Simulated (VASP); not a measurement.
Set up this calculation in VASP 6.6.1, as the native input.

```
Task                   : single point
Functional             : LDA
Potentials or basis    : VASP PAW LDA potentials, release 64 (Cs_sv)
Cutoff                 : 520 eV
k mesh                 : 8 × 8 × 8
Occupations            : methfessel-paxton, width 0.3 eV
Spin                   : no spin polarisation
Dipole correction      : no
Further INCAR settings : ALGO = Normal; EDIFF = 1e-06; NBANDS = 10
```

The structure of Cs lies in POSCAR:

```
Cs
1.0
   -2.8840810378      2.8840810378      2.8840810378
    2.8840810378     -2.8840810378      2.8840810378
    2.8840810378      2.8840810378     -2.8840810378
Cs
1
Direct
    0.0000000000      0.0000000000      0.0000000000
```

One way to write it, as run:

INCAR

```
SYSTEM = Cs
PREC = Accurate ; ENCUT = 520
EDIFF = 1E-6 ; ISMEAR = 1
SIGMA = 0.3 ; LREAL = .FALSE.
LASPH = .TRUE. ; NELM = 80
ALGO = Normal ; ISIF = 2
LWAVE = .FALSE. ; LCHARG = .FALSE.
GGA = CA ; NBANDS = 10
```

KPOINTS

```
regular mesh
0
G
  8 8 8
  0 0 0
```

Potentials or basis: VASP PAW LDA potentials, release 64 (Cs_sv).

Run with:

```bash
$ cat potpaw_LDA.64/Cs_sv/POTCAR > POTCAR
$ mpirun -np 1 vasp_std > vasp.out
```

Results of the run:

```json
{"Pressure": "0.0 GPa"}
```

Wall time 15 s on 1 thread of Intel(R) Xeon(R) Platinum 8488C (Sapphire Rapids) (shared host), peak memory 0.19 GiB.
